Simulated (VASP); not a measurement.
Input of a VASP 6.6.1 run:

File INCAR:

```
ALGO = Normal
EDIFF = 1E-6
ENCUT = 500
GGA = PE
GGA_COMPAT = F
ISIF = 2
ISMEAR = -1
IVDW = 13
LASPH = T
LCHARG = T
LELF = T
LREAL = F
LVHAR = T
LWAVE = F
NBANDS = 18
NELM = 120
PREC = Accurate
SIGMA = 0.05
```

The input KPOINTS:

```
k-points
0
Gamma
  8 8 6
```

The input POSCAR:

```
P
1.0
    1.6694264413     -5.5369543634      0.0000000000
    1.6694264413      5.5369543634      0.0000000000
    0.0000000000      0.0000000000      4.6034271255
P
4
Direct
    0.9041431300      0.0958568700      0.5888151700
    0.0958568700      0.9041431300      0.4111848300
    0.5958568700      0.4041431300      0.0888151700
    0.4041431300      0.5958568700      0.9111848300
```

Potentials or basis: VASP PAW PBE potentials, release 64 (P).

The run is started by

```bash
$ cat potpaw_PBE.64/P/POTCAR > POTCAR
$ mpirun -np 1 vasp_std > vasp.out
```

(1) What does it give for the largest force?

(2) Predict the band gap on the k mesh.

(3) Predict the dispersion energy per atom.

(4) Estimate the pressure.

Answers

(1) 0.123 eV/Å.

(2) 0.19 eV.

(3) -0.348 eV.

(4) -3.7 GPa.

Caveat: the cell stands under tension.
